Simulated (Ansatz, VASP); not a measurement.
This is a calculation of Sn for VASP 6.6.1.

Contents of POSCAR:

```
Sn
1.0
   -1.7379733663      1.7873059321      2.3538281599
    1.7379733663     -1.7873059321      2.3538281599
    1.7379733663      1.7873059321     -2.3538281599
Sn
1
Direct
    0.0000000000      0.0000000000      0.0000000000
```

The input INCAR.step1:

```
PREC = Accurate
ENCUT = 520
EDIFF = 1E-5
ISMEAR = -1
SIGMA = 0.05
LREAL = False
LASPH = True
NELM = 80
ALGO = Normal
ISIF = 2
LWAVE = True
LCHARG = False
NBANDS = 13
GGA = PE
```

Contents of INCAR.step2:

```
PREC = Accurate
ENCUT = 520
EDIFF = 1E-6
ISMEAR = -1
SIGMA = 0.05
LREAL = False
LASPH = True
NELM = 80
ALGO = Normal
ISIF = 2
LWAVE = False
LCHARG = False
GGA = PE
LHFCALC = True
HFSCREEN = 0.2079
PRECFOCK = Normal
NBANDS = 13
ISTART = 1
```

The input KPOINTS:

```
regular mesh
0
Gamma
  6 6 6
```

Potentials or basis: VASP PAW PBE potentials, release 64 (Sn_d).

Run with:

```sh
$ cat potpaw_PBE.64/Sn_d/POTCAR > POTCAR
$ cp INCAR.step1 INCAR
$ mpirun -np 1 vasp_std > vasp.out
$ cp INCAR.step2 INCAR
$ mpirun -np 1 vasp_std > vasp.out
```

Question: Set up the same calculation for Ansatz 0.2.0. Potentials there: Ansatz PAW.

Answer: As run (the cutoff follows the program's own potentials):

The input input:

```
crystal:
  lattice:
    - [-1.7379733663, 1.7873059321, 2.3538281599]
    - [1.7379733663, -1.7873059321, 2.3538281599]
    - [1.7379733663, 1.7873059321, -2.3538281599]
  atoms:
    - { symbol: Sn, position: [0.0, 0.0, 0.0] }
hamiltonian:
  xc: hse06
  pseudopotentials: { kind: paw }
kpoints:
  mp_grid: { grid: [6, 6, 6] }
scf:
  occupations: { method: fermi_dirac, width: 0.05 }
output:
  forces: true
  stress: true
  eigenvalues: true
```

Both were run:

|  | VASP | Ansatz | Ansatz less VASP |
| --- | --- | --- | --- |
| gap on the k mesh at the Fermi level (eV) | none | none | - |
| pressure (GPa) | -2.2 | -2.2 | +0.06 |
| traceless stress, the component that is largest in VASP (GPa) | 2.72 | 2.71 | -0.007 |

A gap of «none» marks a metal or a gap that the smearing closes.

The k mesh is coarse, so the values compare programs but aren't converged.
